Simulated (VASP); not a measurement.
A run of VASP 6.6.1 is set up as follows.

Contents of INCAR:

```
ALGO = Normal ; EDIFF = 1E-7
ENCUT = 520 ; ISIF = 2
ISMEAR = -1 ; LASPH = T
LCHARG = F ; LREAL = F
LWAVE = F ; NBANDS = 13
NELM = 60 ; PREC = Accurate
SIGMA = 0.05
```

File KPOINTS:

```
k-points
0
Gamma
  9 9 9
```

The input POSCAR:

```
Pb
1.0
    0.0000000000      2.5235621278      2.5235621278
    2.5235621278      0.0000000000      2.5235621278
    2.5235621278      2.5235621278      0.0000000000
Pb
1
Direct
    0.0000000000      0.0000000000      0.0000000000
```

Potentials or basis: VASP PAW LDA potentials, release 64 (Pb_d).

The run is started by

```console
$ cat potpaw_LDA.64/Pb_d/POTCAR > POTCAR
$ mpirun -np 1 vasp_std > vasp.out
```

(1) Predict the pressure.

(2) What does it give for the band gap on the k mesh?

Results:

(1) -4.3 GPa.

(2) zero (band 7 reaches 13.26 eV, above the bottom of band 8 at 4.94 eV).

Caveat: spin-orbit coupling is left out, which moves the levels of the heavy elements.
